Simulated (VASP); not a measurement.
# C (C2/m) in VASP: single point with PBEsol

Aim: the single point of C with PBEsol.

All numbers are computed with VASP 6.6.1; they aren't measurements. Logs are shortened: lines on timing, memory, paths and dates and some standing lists are left out, and cuts for length are marked.

## 1. The cell of the first run

The structure is monoclinic, space group C2/m (No. 12). The conventional cell has a = 4.259 Å, b = 2.459 Å, c = 10.818 Å, α = 90.00°, β = 93.76°, γ = 90.00°. Within 1.9 Å of C (site symmetry m) lie 3 C at 1.42 Å. C (site symmetry m) has 3 C at 1.42 Å within 1.9 Å. C (site symmetry m) has 3 C at 1.42 Å within 1.9 Å.

## 2. Single point, PBEsol (layers slid over each other)

Input file INCAR:

```
ALGO     = Normal         # electronic algorithm
EDIFF    = 1E-6           # SCF threshold, eV
ENCUT    = 520            # plane-wave cutoff, eV
GGA      = PS             # functional
ISIF     = 2              # what is computed and relaxed
ISMEAR   = 0              # smearing method
ISYM     = 0            
LASPH    = T              # aspherical terms in the spheres
LCHARG   = F              # write CHGCAR
LREAL    = F              # projectors in reciprocal space
LWAVE    = F              # write WAVECAR
NBANDS   = 21             # bands
NELM     = 60             # most SCF steps
PREC     = Accurate       # precision mode
SIGMA    = 0.05           # smearing width, eV
```

Input file KPOINTS:

```
k-points
0
Gamma
  15 15 3
```

Input file POSCAR:

```
C
1.0
   -2.4589102530      0.0000000000      0.0000000000
   -1.2294551265     -2.1294787447      0.0000000000
   -1.8441826897     -1.7745656206     10.7943044874
C
6
Direct
    0.6111256882      0.5278142205      0.1666229354
    0.7222367993     -0.6944080017      0.8332896020
    0.1666812438     -0.0832968906      0.4999562687
    0.3888854229     -0.0277864427      0.8333437313
    0.8333298673      0.5833246684      0.5000103980
    0.2777743118      0.1944357795      0.1666770646
```

Potentials or basis: VASP PAW PBE potentials, release 64 (C).

The run is started by

```
> cat potpaw_PBE.64/C/POTCAR > POTCAR
> mpirun -np 1 vasp_std > vasp.out
```

OUTCAR:

```text
EDIFF = 1E-6
   ENCUT = 520
   GGA = PS
   ISIF = 2
   ISMEAR = 0
   ISYM = 0
   LASPH = T
   LREAL = F
   NELM = 60
   PREC = Accurate

 ion  position               nearest neighbor table
   1  0.611  0.528  0.167-   6 1.42   6 1.42   6 1.42
   2  0.722  0.306  0.833-   4 1.42   4 1.42   4 1.42
   3  0.167  0.917  0.500-   5 1.42   5 1.42   5 1.42
   4  0.389  0.972  0.833-   2 1.42   2 1.42   2 1.42
   5  0.833  0.583  0.500-   3 1.42   3 1.42   3 1.42
   6  0.278  0.194  0.167-   1 1.42   1 1.42   1 1.42

IMPORTANT INFORMATION: All symmetrisations will be switched off!
NOSYMM: (Re-)initialisation of all symmetry stuff for point group C_1.

----------------------------------------------------------------------------------------

                                     Primitive cell

  volume of cell :      56.5211

  direct lattice vectors                    reciprocal lattice vectors
    -2.458910253  0.000000000  0.000000000    -0.406684221  0.234799244 -0.030880483
    -1.229455126 -2.129478745  0.000000000     0.000000000 -0.469598489 -0.077201207
    -1.844182690 -1.774565621 10.794304487     0.000000000  0.000000000  0.092641448

  length of vectors
     2.458910253  2.458910253 11.093561299     0.470612733  0.475902056  0.092641448

  position of ions in fractional coordinates (direct lattice)
     0.611125688  0.527814220  0.166622935
     0.722236799  0.305591998  0.833289602
     0.166681244  0.916703109  0.499956269
     0.388885423  0.972213557  0.833343731
     0.833329867  0.583324668  0.500010398
     0.277774312  0.194435779  0.166677065

  ion indices of the primitive-cell ions
   primitive index   ion index
                 1           1
                 2           2
                 3           3
                 4           4
                 5           5
                 6           6

----------------------------------------------------------------------------------------

 KPOINTS: k-points

Automatic generation of k-mesh.
 Grid dimensions read from file:
 generate k-points for:   15   15    3

 Generating k-lattice:

  Cartesian coordinates                     Fractional coordinates (reciprocal lattice)
    -0.027112281  0.015653283 -0.002058699     0.066666667  0.000000000  0.000000000
     0.000000000 -0.031306566 -0.005146747     0.000000000  0.066666667 -0.000000000
     0.000000000  0.000000000  0.030880483     0.000000000  0.000000000  0.333333333

  Length of vectors
     0.031374182  0.031726804  0.030880483

  Shift w.r.t. Gamma in fractional coordinates (k-lattice)
     0.000000000  0.000000000  0.000000000

 -----------------------------------------------------------------------------
|                                                                             |
|           W    W    AA    RRRRR   N    N  II  N    N   GGGG   !!!           |
|           W    W   A  A   R    R  NN   N  II  NN   N  G    G  !!!           |
|           W    W  A    A  R    R  N N  N  II  N N  N  G       !!!           |
|           W WW W  AAAAAA  RRRRR   N  N N  II  N  N N  G  GGG   !            |
|           WW  WW  A    A  R   R   N   NN  II  N   NN  G    G                |
|           W    W  A    A  R    R  N    N  II  N    N   GGGG   !!!           |
|                                                                             |
|     Your reciprocal lattice and k-lattice belong to different lattice       |
|     classes:                                                                |
|                                                                             |
|        The reciprocal lattice is base-centered monoclinic,                  |
|        whereas your k-lattice is triclinic.                                 |
|                                                                             |
|     Results are often still useful ...                                      |
|                                                                             |
 -----------------------------------------------------------------------------

 WARNING: IBZKPT: internal override: KBLOWUP is changed to .FALSE.
      ... skipping the blow-up phase ...

 Subroutine IBZKPT returns following result:
 ===========================================

 Found    338 irreducible k-points:

 Following reciprocal coordinates:
            Coordinates               Weight
  0.000000  0.000000  0.000000      1.000000
  0.066667  0.000000  0.000000      2.000000
  0.133333  0.000000 -0.000000      2.000000
  0.200000  0.000000 -0.000000      2.000000
  0.266667  0.000000 -0.000000      2.000000
  0.333333  0.000000  0.000000      2.000000
[... 16 lines left out ...]
 -0.066667  0.066667 -0.000000      2.000000
  0.000000  0.133333 -0.000000      2.000000
 [... further k-points ...]
   k-points           NKPTS =    338   k-points in BZ     NKDIM =    338   number of bands    NBANDS=     21
   number of dos      NEDOS =    301   number of ions     NIONS =      6
   total plane-waves  NPLWV =  27216
   dimension x,y,z NGX =    18 NGY =   18 NGZ =   84
   dimension x,y,z NGXF=    36 NGYF=   36 NGZF=  168
   ions per type =               6
   NGX,Y,Z   is equivalent  to a cutoff of  12.17, 12.17, 12.59 a.u.
   NGXF,Y,Z  is equivalent  to a cutoff of  24.34, 24.34, 25.18 a.u.
 SYSTEM =  unknown system
   PREC   = accura    normal or accurate (medium, high low for compatibility)
   ISTART =      0    job   : 0-new  1-cont  2-samecut
   ICHARG =      2    charge: 1-file 2-atom 10-const
   ISPIN  =      1    spin polarized calculation?
   LNONCOLLINEAR =      F non collinear calculations
   LSORBIT =      F    spin-orbit coupling
   LASPH  =      T    aspherical Exc in radial PAW
   ENCUT  =  520.0 eV  38.22 Ry    6.18 a.u.   4.57  4.57 20.63*2*pi/ulx,y,z
   NELM   =     60;   NELMIN=  2; NELMDL= -5     # of ELM steps
   EDIFF  = 0.1E-05   stopping-criterion for ELM
   LREAL  =      F    real-space projection
   EDIFFG = 0.1E-04   stopping-criterion for IOM
   NSW    =      0    number of steps for IOM
   IBRION =     -1    ionic relax: 0-MD 1-quasi-New 2-CG
   NFREE  =      0    steps in history (QN), initial steepest desc. (CG)
   ISIF   =      2    stress and relaxation
   ISYM   =      0    0-nonsym 1-usesym 2-fastsym
   POTIM  = 0.5000    time-step for ionic-motion
   TEBEG  =    0.0;   TEEND  =   0.0 temperature during run
   PSTRESS=    0.0 pullay stress
   NELECT =      24.0000    total number of electrons
   NUPDOWN=      -1.0000    fix difference up-down
   EMIN   =  10.00;   EMAX   =-10.00  energy-range for DOS
   EFERMI =   0.00;   METHOD = LEGACY
   ISMEAR =     0;   SIGMA  =   0.05  broadening in eV -4-tet -1-fermi 0-gaus
   EFERMI_NEDOS =   21; number of points for ismear=-14 and -15
   IALGO  =     38    algorithm
   IMIX   =      4    mixing-type and parameters
     AMIX     =   0.40;   BMIX     =  1.00
     AMIX_MAG =   1.60;   BMIX_MAG =  1.00
  volume/ion in A,a.u.               =       9.42        63.57
  Fermi-wavevector in a.u.,A,eV,Ry     =   1.230481  2.325273 20.600367  1.514084
  Thomas-Fermi vector in A             =   2.365328
   LORBIT       =      0    0 simple, 1 ext, 2 COOP (PROOUT), +10 PAW based schemes
   GGA     = PS    functional components
   LHFCALC =     F    Hartree Fock is set to
   AEXX    =    0.0000 exact exchange contribution
   IVDW    =     0    specifies the selected vdW correction
   LEPSILON=     F    determine dielectric tensor
   LRPA    =     F    only Hartree local field effects (RPA)
 non-spin polarized calculation
 Gauss-broadening in eV      SIGMA  =   0.05
  energy-cutoff  :      520.00
  volume of cell :       56.52
 maximum number of plane-waves:      1548
   NGX =  9   NGY =  9   NGZ = 41

 number of electron      23.9999998 magnetization

 Free energy of the ion-electron system (eV)
  ---------------------------------------------------
  ext. energy  EPLUGINS =         0.00000000
  ---------------------------------------------------
  free energy    TOTEN  =       -57.86693613 eV

  energy without entropy =      -57.86693572  energy(sigma->0) =      -57.86693593

 E-fermi :   4.0524     XC(G=0): -10.0671

 val. band max:        3.9230356423   @ k =  -0.3333   0.3333   0.3333
 cond. band min:       4.1813188042   @ k =  -0.3333   0.3333   0.3333
 fundamental gap:      0.2582831620
 Fermi energy:         4.0523854280

 k-point     1 :       0.0000    0.0000    0.0000
  band No.  band energies     occupation
      1     -15.5695      2.00000
      2     -15.4393      2.00000
      3     -15.4391      2.00000
      4      -3.9975      2.00000
      5      -3.9973      2.00000
      6      -2.9148      2.00000
[... 13 lines left out ...]
     20      12.4187      0.00000
     21      12.4302      0.00000

 k-point     2 :       0.0667    0.0000    0.0000
  band No.  band energies     occupation
      1     -15.4631      2.00000
      2     -15.3375      2.00000
      3     -15.3303      2.00000
      4      -3.8944      2.00000
      5      -3.8434      2.00000
      6      -2.7925      2.00000
[... 13 lines left out ...]
     20      12.8629      0.00000
     21      12.8866      0.00000

 k-point     3 :       0.1333    0.0000   -0.0000
  band No.  band energies     occupation
      1     -15.1448      2.00000
      2     -15.0258      2.00000
      3     -15.0117      2.00000
      4      -3.5356      2.00000
      5      -3.4349      2.00000
      6      -2.4280      2.00000
[... 13 lines left out ...]
     20      14.1217      0.00000
     21      14.1422      0.00000
[... 457 lines left out ...]
 k-point    23 :      -0.0667    0.0667   -0.0000
  band No.  band energies     occupation
      1     -15.2509      2.00000
      2     -15.1290      2.00000
      3     -15.1184      2.00000
      4      -3.6509      2.00000
      5      -3.5752      2.00000
      6      -2.5485      2.00000
[... 13 lines left out ...]
     20      13.5554      0.00000
     21      13.5805      0.00000

 k-point    24 :       0.0000    0.1333   -0.0000
  band No.  band energies     occupation
      1     -15.1430      2.00000
      2     -15.0370      2.00000
      3     -15.0023      2.00000
      4      -3.6016      2.00000
      5      -3.3516      2.00000
      6      -2.4467      2.00000
[... 13 lines left out ...]
     20      14.1185      0.00000
     21      14.1335      0.00000

 [... further k-points ...]

------------------------ aborting loop because EDIFF is reached ----------------------------------------

  FORCE on cell =-STRESS in cart. coord.  units (eV):
  Direction    XX          YY          ZZ          XY          YZ          ZX
  --------------------------------------------------------------------------------------
  -------------------------------------------------------------------------------------
  Total        0.3376954      0.3521305     -0.0069768      0.0126637     -0.0066288      0.0111265
  in kB        9.5724931      9.9816770     -0.1977693      0.3589725     -0.1879039      0.3153970
  external PRESSURE =       6.4521336 kB  Pullay stress =       0.0000000 kB

 VOLUME and BASIS-vectors are now :
 -----------------------------------------------------------------------------
  energy-cutoff  :      520.00
  volume of cell :       56.52
      direct lattice vectors                 reciprocal lattice vectors
    -2.458910253  0.000000000  0.000000000    -0.406684221  0.234799244 -0.030880483
    -1.229455126 -2.129478745  0.000000000     0.000000000 -0.469598489 -0.077201207
    -1.844182690 -1.774565621 10.794304487     0.000000000  0.000000000  0.092641448

 POSITION                                       TOTAL-FORCE (eV/Angst)
 -----------------------------------------------------------------------------------
     -2.45891     -1.41965      1.79858         0.001652     -0.000958      0.004473
     -3.68837     -2.12948      8.99478         0.000555     -0.000319     -0.000156
     -2.45891     -2.83930      5.39668         0.000887     -0.000515     -0.001391
     -3.68837     -3.54913      8.99537        -0.001654      0.000956     -0.004475
     -3.68837     -2.12948      5.39726        -0.000888      0.000515      0.001393
     -1.22946     -0.70983      1.79916        -0.000552      0.000321      0.000155
 -----------------------------------------------------------------------------------
    total drift:                               -0.000004      0.000003      0.000012

  FREE ENERGIE OF THE ION-ELECTRON SYSTEM (eV)
  ---------------------------------------------------
  free  energy   TOTEN  =       -57.8669361330 eV

  energy  without entropy=      -57.8669357227  energy(sigma->0) =      -57.86693593
```

Wall time 7.3 min (1 thread of Intel Xeon 8259CL, shared host); peak memory 0.37 GiB.

What came out:

| Property | Result |
| --- | --- |
| Free energy | -57.8669 eV |
| Pressure | 0.6 GPa |
| Largest force | 0.005 eV/Å |

Forces on the atoms (eV/Å):
```
C    0.002 -0.001  0.004
C    0.001  0.000  0.000
C    0.001 -0.001 -0.001
C   -0.002  0.001 -0.004
C   -0.001  0.001  0.001
C   -0.001  0.000  0.000
```

Caveat: the cell differs from its parent crystal (layers slid over each other); this functional lacks dispersion, which binds the layers, so the pressure and a relaxed spacing across them are unreliable; the PAW data sets were made with another functional, which shifts forces and pressure a little.
